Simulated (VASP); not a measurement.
Here is a VASP 6.6.1 calculation.

The input INCAR:

```
ALGO = Normal
EDIFF = 1E-6
ENCUT = 520
GGA = PE
ISIF = 2
ISMEAR = 0
LASPH = T
LCHARG = F
LREAL = F
LWAVE = F
NBANDS = 20
NELM = 80
PREC = Accurate
SIGMA = 0.1
```

The input KPOINTS:

```
k-points
0
Gamma
  4 4 4
```

POSCAR

```
HfB3N
1.0
    3.6291879580      0.0000000000      0.0000000000
    0.0000000000      3.6291879580      0.0000000000
    0.0000000000      0.0000000000      3.6291879580
Hf B N
1 3 1
Direct
    0.5000000000      0.5000000000      0.5000000000
    0.5000000000      0.0000000000      0.0000000000
    0.0000000000      0.5000000000      0.0000000000
    0.0000000000      0.0000000000      0.5000000000
    0.0000000000      0.0000000000      0.0000000000
```

Potentials or basis: VASP PAW PBE potentials, release 64 (Hf_pv, B, N).

Launch:

```sh
$ cat potpaw_PBE.64/Hf_pv/POTCAR potpaw_PBE.64/B/POTCAR potpaw_PBE.64/N/POTCAR > POTCAR
$ mpirun -np 1 vasp_std > vasp.out
```

(1) Estimate the band gap on the k mesh.

(2) What does it give for the pressure?

Answers

(1) zero (band 12 reaches 9.11 eV, above the bottom of band 13 at 5.91 eV).

(2) -0.4 GPa.

Caveat: the k points lie up to 0.43 Å⁻¹ apart; spin-orbit coupling is left out, which moves the levels of the heavy elements.
